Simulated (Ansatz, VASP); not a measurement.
## C in VASP and in Ansatz

INCAR

```
SYSTEM = C
  ALGO = Normal
  EDIFF = 1E-6
  ENCUT = 520
  GGA = PS
  ISIF = 2
  ISMEAR = -1
  LASPH = .True.
  LCHARG = .False.
  LREAL = .False.
  LWAVE = .False.
  NBANDS = 8
  NELM = 80
  PREC = Accurate
  SIGMA = 0.1
```

File KPOINTS:

```
k-points
0
Gamma
  21 21 21
  0 0 0
```

POSCAR

```
C
1.0
   -1.1874765040      1.1874765040      1.1874765040
    1.1874765040     -1.1874765040      1.1874765040
    1.1874765040      1.1874765040     -1.1874765040
C
1
Direct
    0.0000000000      0.0000000000      0.0000000000
```

Input for Ansatz:

```yaml
crystal:
  lattice:
    - [-1.187476504, 1.187476504, 1.187476504]
    - [1.187476504, -1.187476504, 1.187476504]
    - [1.187476504, 1.187476504, -1.187476504]
  atoms:
    - { symbol: C, position: [0.0, 0.0, 0.0] }
hamiltonian:
  xc: pbesol
  pseudopotentials:
    kind: paw
    azcp:
      C: "pseudopotentials/C.paw.azcp"
basis:
  ecutwfc: 420
  fft_grid_basis: typed
kpoints:
  mp_grid: { grid: [21, 21, 21], shift: [0, 0, 0] }
magnetization:
  spin_polarized: false
scf:
  occupations: { method: fermi_dirac, width: 0.1 }
  lower_state_search: "off"
output:
  stress: true
```

Alike in both runs: task single point; functional PBEsol; k mesh 21 × 21 × 21; occupations fermi-dirac, width 0.1 eV; no spin polarisation.

|  | VASP | Ansatz |
| --- | --- | --- |
| version | VASP 6.6.1 | Ansatz 0.2.0 |
| potentials or method | VASP PAW PBE potentials, release 64 (C), cutoff 520 eV | plane waves (420 eV) with PAW, scalar-relativistic |
| valence electrons in the cell | 4 | 4 |

```csv
,VASP,Ansatz,Ansatz less VASP
pressure (GPa),-7.9,-8.1,-0.20
```

VASP's potentials were made for PBE, not for PBEsol, and Ansatz warns of the same on its side.
